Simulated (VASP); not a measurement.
Wanted: the native input for a VASP 6.6.1 run.

```
Task                   : single point
Functional             : PBE
Potentials or basis    : VASP PAW PBE potentials, release 64 (Hf_pv, O)
Cutoff                 : 520 eV
k mesh                 : 4 × 4 × 4
Occupations            : gaussian, width 0.01 eV
Spin                   : no spin polarisation
Dipole correction      : no
Further INCAR settings : ALGO = Normal; EDIFF = 1e-06; NBANDS = 56
```

The structure of HfO2 lies in POSCAR:

```
HfO2
1.0
    5.2936013018      0.0000000000      0.0000000000
    0.0000000000      5.0690806914      0.0000000000
    0.0000000000      0.0000000000      5.1011140540
Hf O
4 8
Direct
    0.0325993520      0.2663013779      0.2400039036
    0.4674006480      0.2663013779      0.7400039036
    0.5325993520      0.7336986221      0.2400039036
    0.9674006480      0.7336986221      0.7400039036
    0.3654163404      0.0676163436      0.3831540490
    0.1345836596      0.0676163436      0.8831540490
    0.7292227887      0.4627929095      0.4898420473
    0.7707772113      0.4627929095      0.9898420473
    0.2707772113      0.5372070905      0.9898420473
    0.2292227887      0.5372070905      0.4898420473
    0.8654163404      0.9323836564      0.3831540490
    0.6345836596      0.9323836564      0.8831540490
```

The input as run:

INCAR

```
  PREC = Accurate
  ENCUT = 520
  EDIFF = 1E-6
  ISMEAR = 0
  SIGMA = 0.01
  LREAL = F
  LASPH = T
  NELM = 80
  ALGO = Normal
  ISIF = 2
  LWAVE = F
  LCHARG = T
  GGA = PE
  LELF = T
  LVHAR = T
  NBANDS = 56
```

KPOINTS

```
Automatic mesh
0
Gamma
  4 4 4
```

Potentials or basis: VASP PAW PBE potentials, release 64 (Hf_pv, O).

Run with:

```sh
$ cat potpaw_PBE.64/Hf_pv/POTCAR potpaw_PBE.64/O/POTCAR > POTCAR
$ mpirun -np 1 vasp_std > vasp.out
```

Results of the run:

The pressure is -3.1 GPa and the largest force is 0.058 eV/Å. The band gap on the k mesh is 4.36 eV, indirect (least direct gap 4.57 eV).

Caveat: spin-orbit coupling is left out, which moves the levels of the heavy elements.

It took 3.1 min on 1 thread of AMD EPYC 7R13 Processor (Zen 3), on a shared host, peak memory 0.3 GiB.
